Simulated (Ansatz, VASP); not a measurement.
## AgCl in VASP and in Ansatz

```xyz
2
Lattice="3.4567 0.0000 0.0000 0.0000 3.4567 0.0000 0.0000 0.0000 3.4567" Properties=species:S:1:pos:R:3 pbc="T T T"
Ag    0.0000    0.0000    0.0000
Cl    1.7284    1.7284    1.7284
```

Change from the starting cell: volume scaled by 1.02, PAW files.

Alike in both runs: task electric field gradients; functional PBEsol; k mesh 9 × 9 × 9; occupations fermi-dirac, width 0.01 eV; no spin polarisation.

|  | VASP | Ansatz |
| --- | --- | --- |
| version | VASP 6.6.1 | Ansatz 0.2.0 |
| potentials or method | VASP PAW PBE potentials, release 64 (Ag, Cl) | PAW with Ansatz's default frozen-core files, scalar-relativistic |
| plane-wave cutoff (eV) | 520 | 420 |
| valence electrons in the cell | 18 | 26 |

```tsv
	VASP	Ansatz	Ansatz less VASP
gap on the k mesh at the Fermi level (eV)	0.44	0.44	0.000
pressure (GPa)	-5.4	-5.3	+0.09
```

VASP's potentials were made for PBE, not for PBEsol. The functional is the same, so the differences come from potentials, cutoffs and numerics. VASP's potentials hold 18 valence electrons a cell and Ansatz's 26, so a difference there can come from the potentials and not from the codes.
